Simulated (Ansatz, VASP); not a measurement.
# Ge: VASP beside Ansatz

```
CELL_PARAMETERS angstrom
-2.57286 2.56161 1.41570
2.57286 -2.56161 1.41570
2.57286 2.56161 -1.41570
ATOMIC_POSITIONS crystal
Ge 0.12081 0.87081 0.25000
Ge 0.87919 0.12919 0.75000
```

Alike in both runs: functional r2SCAN; k mesh 12 × 12 × 12; no spin polarisation.

Ansatz relaxed the structure, and its values are those at the end. VASP's run is a single point on that final structure, the one shown.

|  | VASP | Ansatz |
| --- | --- | --- |
| version | VASP 6.6.1 | Ansatz 0.2.0 |
| potentials or method | VASP PAW PBE potentials, release 64 (Ge_d) | plane waves, PAW |
| plane-wave cutoff (eV) | 520 | 500 |
| occupations | methfessel-paxton of order 1, width 0.1 eV | cold |
| valence electrons in the cell | 28 | 28 |

|  | VASP | Ansatz | Ansatz less VASP |
| --- | --- | --- | --- |
| pressure (GPa) | -0.2 | 0.0 | +0.21 |

VASP's potentials were made for PBE, not for r2SCAN.
